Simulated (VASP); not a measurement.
# HgPd2 (P6/mmm) in VASP: further runs

The runs below take HgPd2 through single point, relaxation of cell and atoms, with PBE.

Program: VASP 6.6.1. These are calculated values, not measurements. Logs are shortened: lines on timing, memory, paths and dates and some standing lists are left out, and cuts for length are marked.

### 1 The cell of the first run

It takes space group P6/mmm (No. 191, hexagonal). Conventional cell: a = 4.584 Å, b = 4.584 Å, c = 2.870 Å, α = 90.00°, β = 90.00°, γ = 120.00°. Within 3.8 Å of Hg (site symmetry 6/mmm) lie 2 Hg at 2.87 Å and 12 Pd at 3.01 Å. Within 3.5 Å of Pd (site symmetry -6m2) lie 5 Pd at 2.65 to 2.87 Å and 6 Hg at 3.01 Å.

### 2 Single point, PBE

File INCAR:

```
SYSTEM = HgPd2
ALGO = Fast
EDIFF = 1E-6
ENCUT = 520
GGA = PE
ISIF = 2
ISMEAR = 0
LASPH = .True.
LCHARG = .False.
LREAL = .False.
LWAVE = .False.
NBANDS = 23
NELM = 80
PREC = Accurate
SIGMA = 0.1
```

File KPOINTS:

```
k-points
0
Gamma
  12 12 16
  0 0 0
```

File POSCAR:

```
HgPd2
1.0
    4.5839977024      0.0000000000      0.0000000000
   -2.2919988512      3.9698584612      0.0000000000
    0.0000000000      0.0000000000      2.8695700431
Hg Pd
1 2
Direct
    0.0000000000      0.0000000000      0.0000000000
    0.3333333333      0.6666666667      0.5000000000
    0.6666666667      0.3333333333      0.5000000000
```

Potentials or basis: VASP PAW PBE potentials, release 64 (Hg, Pd).

Command:

```sh
> cat potpaw_PBE.64/Hg/POTCAR potpaw_PBE.64/Pd/POTCAR > POTCAR
> mpirun -np 1 vasp_std > vasp.out
```

OUTCAR:

```text
SYSTEM = HgPd2
   EDIFF = 1E-6
   ENCUT = 520
   GGA = PE
   ISIF = 2
   ISMEAR = 0
   LASPH = .True.
   LREAL = .False.
   NELM = 80
   PREC = Accurate

 ion  position               nearest neighbor table
   1  0.000  0.000  0.000-   2 3.01   3 3.01   2 3.01   3 3.01   3 3.01   3 3.01   2 3.01   2 3.01
                             3 3.01   3 3.01   2 3.01   2 3.01
   2  0.333  0.667  0.500-   3 2.65   3 2.65   3 2.65   1 3.01   1 3.01   1 3.01   1 3.01   1 3.01
                             1 3.01
   3  0.667  0.333  0.500-   2 2.65   2 2.65   2 2.65   1 3.01   1 3.01   1 3.01   1 3.01   1 3.01
                             1 3.01

  LATTYP: Found a hexagonal cell.
 ALAT       =     4.5839977024
 C/A-ratio  =     0.6259972691

  Lattice vectors:

 A1 = (   4.5839977024,   0.0000000000,   0.0000000000)
 A2 = (  -2.2919988512,   3.9698584612,   0.0000000000)
 A3 = (   0.0000000000,   0.0000000000,   2.8695700431)

Analysis of symmetry for initial positions (statically):
=====================================================================
 Subroutine PRICEL returns:
 Original cell was already a primitive cell.

 Routine SETGRP: Setting up the symmetry group for a
 hexagonal supercell.

 Subroutine GETGRP returns: Found 24 space group operations
 (whereof 24 operations were pure point group operations)
 out of a pool of 24 trial point group operations.

The static configuration has the point symmetry D_6h.

Analysis of symmetry for dynamics (positions and initial velocities):
=====================================================================
 Subroutine PRICEL returns:
 Original cell was already a primitive cell.

 Routine SETGRP: Setting up the symmetry group for a
 hexagonal supercell.

 Subroutine GETGRP returns: Found 24 space group operations
 (whereof 24 operations were pure point group operations)
 out of a pool of 24 trial point group operations.

The dynamic configuration has the point symmetry D_6h.

 Subroutine INISYM returns: Found 24 space group operations
 (whereof 24 operations are pure point group operations),
 and found     1 'primitive' translations

----------------------------------------------------------------------------------------

                                     Primitive cell

  volume of cell :      52.2199

[... 86 lines left out ...]
   LSORBIT =      F    spin-orbit coupling
   LASPH  =      T    aspherical Exc in radial PAW
   ENCUT  =  520.0 eV  38.22 Ry    6.18 a.u.   8.52  8.52  5.34*2*pi/ulx,y,z
   NELM   =     80;   NELMIN=  2; NELMDL= -5     # of ELM steps
   EDIFF  = 0.1E-05   stopping-criterion for ELM
   LREAL  =      F    real-space projection
   EDIFFG = 0.1E-04   stopping-criterion for IOM
   NSW    =      0    number of steps for IOM
   IBRION =     -1    ionic relax: 0-MD 1-quasi-New 2-CG
   NFREE  =      0    steps in history (QN), initial steepest desc. (CG)
   ISIF   =      2    stress and relaxation
   ISYM   =      2    0-nonsym 1-usesym 2-fastsym
   POTIM  = 0.5000    time-step for ionic-motion
   TEBEG  =    0.0;   TEEND  =   0.0 temperature during run
   PSTRESS=    0.0 pullay stress
   NELECT =      32.0000    total number of electrons
   NUPDOWN=      -1.0000    fix difference up-down
   EMIN   =  10.00;   EMAX   =-10.00  energy-range for DOS
   EFERMI =   0.00;   METHOD = LEGACY
   ISMEAR =     0;   SIGMA  =   0.10  broadening in eV -4-tet -1-fermi 0-gaus
   EFERMI_NEDOS =   21; number of points for ismear=-14 and -15
   IALGO  =     68    algorithm
   IMIX   =      4    mixing-type and parameters
     AMIX     =   0.40;   BMIX     =  1.00
     AMIX_MAG =   1.60;   BMIX_MAG =  1.00
  volume/ion in A,a.u.               =      17.41       117.47
  Fermi-wavevector in a.u.,A,eV,Ry     =   1.390527  2.627715 26.307751  1.933565
  Thomas-Fermi vector in A             =   2.514453
   LORBIT       =      0    0 simple, 1 ext, 2 COOP (PROOUT), +10 PAW based schemes
   GGA     = PE    functional components
   LHFCALC =     F    Hartree Fock is set to
   AEXX    =    0.0000 exact exchange contribution
   IVDW    =     0    specifies the selected vdW correction
   LEPSILON=     F    determine dielectric tensor
   LRPA    =     F    only Hartree local field effects (RPA)
 non-spin polarized calculation
 RMM-DIIS sequential band-by-band and
 Gauss-broadening in eV      SIGMA  =   0.10
  energy-cutoff  :      520.00
  volume of cell :       52.22
 maximum number of plane-waves:      1432
 NGX is ok and might be reduce to    36
   NGX = 17   NGY = 17   NGZ = 11

 number of electron      32.0000003 magnetization

 Free energy of the ion-electron system (eV)
  ---------------------------------------------------
  ext. energy  EPLUGINS =         0.00000000
  ---------------------------------------------------
  free energy    TOTEN  =       -10.69915282 eV

  energy without entropy =      -10.68869244  energy(sigma->0) =      -10.69392263

 E-fermi :   6.7761     XC(G=0): -12.3025

 val. band max:        6.7758630116   @ k =   0.1667   0.1667   0.4375
 cond. band min:       6.7761804066   @ k =   0.3333   0.1667   0.0000
 fundamental gap:      0.0003173950
 Fermi energy:         6.7760879328

 k-point     1 :       0.0000    0.0000    0.0000
  band No.  band energies     occupation
      1      -2.0602      2.00000
      2      -0.9717      2.00000
      3      -0.2087      2.00000
      4      -0.2087      2.00000
      5       0.5076      2.00000
      6       0.5076      2.00000
[... 613 lines left out ...]
     22      19.1917      0.00000
     23      19.4747      0.00000

 [... further k-points ...]

------------------------ aborting loop because EDIFF is reached ----------------------------------------

  FORCE on cell =-STRESS in cart. coord.  units (eV):
  Direction    XX          YY          ZZ          XY          YZ          ZX
  --------------------------------------------------------------------------------------
  -------------------------------------------------------------------------------------
  Total        0.1106504      0.1106504      0.1758189      0.0000000      0.0000000      0.0000000
  in kB        3.3949028      3.3949028      5.3943593      0.0000000      0.0000000      0.0000000
  external PRESSURE =       4.0613883 kB  Pullay stress =       0.0000000 kB

 VOLUME and BASIS-vectors are now :
 -----------------------------------------------------------------------------
  energy-cutoff  :      520.00
  volume of cell :       52.22
      direct lattice vectors                 reciprocal lattice vectors
     4.583997702  0.000000000  0.000000000     0.218150197  0.125949075  0.000000000
    -2.291998851  3.969858461  0.000000000     0.000000000  0.251898149  0.000000000
     0.000000000  0.000000000  2.869570043     0.000000000  0.000000000  0.348484262

 POSITION                                       TOTAL-FORCE (eV/Angst)
 -----------------------------------------------------------------------------------
      0.00000      0.00000      0.00000        -0.000000      0.000000      0.000000
     -0.00000      2.64657      1.43479        -0.000000     -0.000000     -0.000000
      2.29200      1.32329      1.43479         0.000000      0.000000      0.000000
 -----------------------------------------------------------------------------------
    total drift:                                0.000000      0.000000     -0.000000

  FREE ENERGIE OF THE ION-ELECTRON SYSTEM (eV)
  ---------------------------------------------------
  free  energy   TOTEN  =       -10.6991528212 eV

  energy  without entropy=      -10.6886924397  energy(sigma->0) =      -10.69392263
```

OSZICAR:

```text
N       E                     dE             d eps       ncg     rms          rms(c)
DAV:   1     0.224036410430E+03    0.22404E+03   -0.16573E+04  7922   0.137E+03
DAV:   2    -0.636116459119E+01   -0.23040E+03   -0.21257E+03  8307   0.329E+02
DAV:   3    -0.112584012725E+02   -0.48972E+01   -0.48640E+01  9091   0.551E+01
DAV:   4    -0.112873277618E+02   -0.28926E-01   -0.28923E-01  8489   0.373E+00
DAV:   5    -0.112877694808E+02   -0.44172E-03   -0.44172E-03  9028   0.557E-01    0.960E+00
RMM:   6    -0.107675638987E+02    0.52021E+00   -0.88956E-01  7870   0.627E+00    0.757E+00
RMM:   7    -0.107115603044E+02    0.56004E-01   -0.14221E-01  8105   0.283E+00    0.340E+00
RMM:   8    -0.107008369168E+02    0.10723E-01   -0.22104E-02  8167   0.888E-01    0.111E+00
RMM:   9    -0.106991721247E+02    0.16648E-02   -0.60753E-03  8248   0.682E-01    0.153E-01
RMM:  10    -0.106991472789E+02    0.24846E-04   -0.40002E-04  8415   0.151E-01    0.325E-02
RMM:  11    -0.106991506768E+02   -0.33979E-05   -0.72631E-05  8809   0.573E-02    0.124E-02
RMM:  12    -0.106991531344E+02   -0.24576E-05   -0.16985E-05  8297   0.276E-02    0.804E-03
RMM:  13    -0.106991528212E+02    0.31314E-06   -0.65010E-06  7233   0.162E-02
   1 F= -.10699153E+02 E0= -.10693923E+02  d E =-.104604E-01
```

stdout:

```text
POSCAR found type information on POSCAR HgPd
 POSCAR found :  2 types and       3 ions
 scaLAPACK will be used
 LDA part: xc-table for (Slater+PW92), standard interpolation
 POSCAR, INCAR and KPOINTS ok, starting setup
 FFT: planning ... GRIDC
 FFT: planning ... GRID_SOFT
 FFT: planning ... GRID
 WAVECAR not read
 entering main loop
```

Wall time 79 s (1 thread of Intel Xeon 6975P-C (Granite Rapids), shared host); peak memory 0.32 GiB.

Results:

```yaml
Free_energy: -10.6992 eV
Pressure: 0.4 GPa
Band_gap_on_the_k_mesh: zero (bands 16 and 17 overlap by 2.01 eV)
```

Stress tensor (GPa, compression positive):
```
0.34 0.00 0.00
0.00 0.34 0.00
0.00 0.00 0.54
```

Levels at points of the mesh, in eV from the Fermi level:
```csv
k point,band 12,band 13,band 14,band 15,band 16,band 17,band 18,band 19,band 20,band 21
"(0.00, 0.00, 0.00)",-2.62,-1.71,-1.71,-0.59,-0.59,3.66,5.36,5.36,5.94,5.94
"(0.50, 0.00, 0.00)",-1.65,-1.60,-0.90,-0.69,-0.56,-0.35,0.17,4.70,12.65,12.81
"(0.00, 0.00, 0.50)",-2.08,-2.08,-1.47,-1.47,0.27,1.31,7.87,7.97,8.20,8.25
"(0.50, 0.00, 0.50)",-1.62,-1.26,-0.82,-0.07,1.37,1.77,1.88,4.69,6.41,7.24
```

Caveat: spin-orbit coupling is left out, which moves the levels of the heavy elements.

### 3 Relaxation of cell and atoms, PBE

This run uses another cell than the first one, of 17.35 Å³/atom.

File INCAR:

```
  PREC = Accurate
  ENCUT = 600
  EDIFF = 1E-7
  ISMEAR = 0
  SIGMA = 0.1
  LREAL = False
  LASPH = True
  NELM = 80
  ALGO = Fast
  ISIF = 3
  LWAVE = False
  LCHARG = False
  GGA = PE
  IBRION = 2
  NSW = 100
  EDIFFG = -0.01
```

File KPOINTS:

```
Automatic mesh
0
Gamma
  12 12 16
```

File POSCAR:

```
HgPd2
1.0
    4.5881092137      0.0000000000      0.0000000000
   -2.2940546068      3.9734191344      0.0000000000
    0.0000000000      0.0000000000      2.8545555291
Hg Pd
1 2
Direct
    0.0000000000      0.0000000000      0.0000000000
    0.3333333333      0.6666666667      0.5000000000
    0.6666666667      0.3333333333      0.5000000000
```

Potentials or basis: VASP PAW PBE potentials, release 64 (Hg, Pd).

Command:

```sh
> cat potpaw_PBE.64/Hg/POTCAR potpaw_PBE.64/Pd/POTCAR > POTCAR
> mpirun -np 1 vasp_std > vasp.out
```

Wall time 4.9 min (1 thread of Intel Xeon 6975P-C (Granite Rapids), shared host); peak memory 0.36 GiB.

Results (log left out):

- Free energy: -10.6992 eV
- Relaxed volume: 17.46 Å³/atom
- Relaxed cell: a = 4.587 Å, b = 4.587 Å, c = 2.874 Å, α = 90.00°, β = 90.00°, γ = 120.00°
- Space group after relaxing (to 0.1 Å): P6/mmm (No. 191)
- Energy gained by relaxing: 0.5 meV/atom
- Ionic steps: 4
- Pressure after relaxing: 0.0 GPa
- Band gap on the k mesh: zero (bands 16 and 17 overlap by 2.00 eV)

Stress tensor (GPa, compression positive):
```
-0.04  0.00  0.00
 0.00 -0.04  0.00
 0.00  0.00  0.05
```

The path:
| step | energy change (eV) | largest force (eV/Å) | pressure (GPa) | volume (Å³) |
| --- | --- | --- | --- | --- |
| 1 | 0.0000 | 0.0000 | 0.72 | 52.04 |
| 2 | -0.0009 | 0.0000 | -0.64 | 52.63 |
| 3 | -0.0012 | 0.0000 | -0.18 | 52.43 |
| 4 | -0.0015 | 0.0000 | -0.01 | 52.38 |

Final structure:
```
Hg Pd
1.0
     4.58693    0.00000    0.00000
    -2.29346    3.97240    0.00000
     0.00000    0.00000    2.87448
Hg Pd
1 2
Direct
  0.00000 0.00000 0.00000
  0.33333 0.66667 0.50000
  0.66667 0.33333 0.50000
```

Levels at points of the mesh, in eV from the Fermi level:
| k point | band 14 | band 15 | band 16 | band 17 | band 18 | band 19 |
| --- | --- | --- | --- | --- | --- | --- |
| (0.00, 0.00, 0.00) | -1.71 | -0.59 | -0.59 | 3.65 | 5.36 | 5.36 |
| (0.50, 0.00, 0.00) | -0.89 | -0.69 | -0.56 | -0.35 | 0.18 | 4.69 |
| (0.00, 0.00, 0.50) | -1.47 | -1.47 | 0.26 | 1.30 | 7.85 | 7.94 |
| (0.50, 0.00, 0.50) | -0.82 | -0.07 | 1.37 | 1.76 | 1.86 | 4.66 |

Caveat: spin-orbit coupling is left out, which moves the levels of the heavy elements.
